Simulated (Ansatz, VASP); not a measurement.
## Two plane-wave programs on Zr2N

Contents of INCAR:

```
SYSTEM = Zr2N
PREC = Accurate
ENCUT = 520
EDIFF = 1E-6
ISMEAR = -1
SIGMA = 0.02
LREAL = .False.
LASPH = .True.
NELM = 100
ALGO = Normal
ISIF = 2
LWAVE = .False.
LCHARG = .False.
GGA = PS
NBANDS = 38
```

Contents of KPOINTS:

```
regular mesh
0
Gamma
  8 8 10
  0 0 0
```

POSCAR

```
Zr2N
1.0
    5.4130027300      0.0000000000      0.0000000000
    0.0000000000      5.4130027300      0.0000000000
    0.0000000000      0.0000000000      3.3077891900
Zr N
4 2
Direct
    0.2961254600      0.2961254600      0.0000000000
    0.7038745400      0.7038745400      0.0000000000
    0.7961254600      0.2038745400      0.5000000000
    0.2038745400      0.7961254600      0.5000000000
    0.0000000000      0.0000000000      0.0000000000
    0.5000000000      0.5000000000      0.5000000000
```

Input for Ansatz:

```yaml
crystal:
  lattice:
    - [5.41300273, 0.0, 0.0]
    - [0.0, 5.41300273, 0.0]
    - [0.0, 0.0, 3.30778919]
  atoms:
    - { symbol: Zr, position: [0.29612546, 0.29612546, 0.0] }
    - { symbol: Zr, position: [0.70387454, 0.70387454, 0.0] }
    - { symbol: Zr, position: [0.79612546, 0.20387454, 0.5] }
    - { symbol: Zr, position: [0.20387454, 0.79612546, 0.5] }
    - { symbol: "N", position: [0.0, 0.0, 0.0] }
    - { symbol: "N", position: [0.5, 0.5, 0.5] }
basis:
  ecutwfc: 420
kpoints:
  mp_grid: { grid: [8, 8, 10] }
hamiltonian:
  xc: pbesol
scf:
  occupations: { method: fermi_dirac, width: 0.02 }
output:
  forces: true
  stress: true
  eigenvalues: true
```

Alike in both runs: task single point; functional PBEsol; k mesh 8 × 8 × 10; occupations fermi-dirac, width 0.02 eV; no spin polarisation.

|  | VASP | Ansatz |
| --- | --- | --- |
| version | VASP 6.6.1 | Ansatz 0.2.0 |
| potentials or method | VASP PAW PBE potentials, release 64 (Zr_sv, N), cutoff 520 eV | scalar-relativistic, plane waves, PAW |
| valence electrons in the cell | 58 | 58 |

|  | VASP | Ansatz | Ansatz less VASP |
| --- | --- | --- | --- |
| gap on the k mesh at the Fermi level (eV) | none | none | - |
| pressure (GPa) | -4.6 | -4.9 | -0.22 |
| traceless stress, the component that is largest in VASP (GPa) | -0.69 | -0.70 | -0.013 |
| rms of the force components (eV/Å) | 0.030 | 0.033 | +0.0024 |

VASP's potentials were made for PBE, not for PBEsol. Atom by atom the forces differ by 0.002 eV/Å (rms over components). A gap of «none» marks a metal or a gap that the smearing closes.
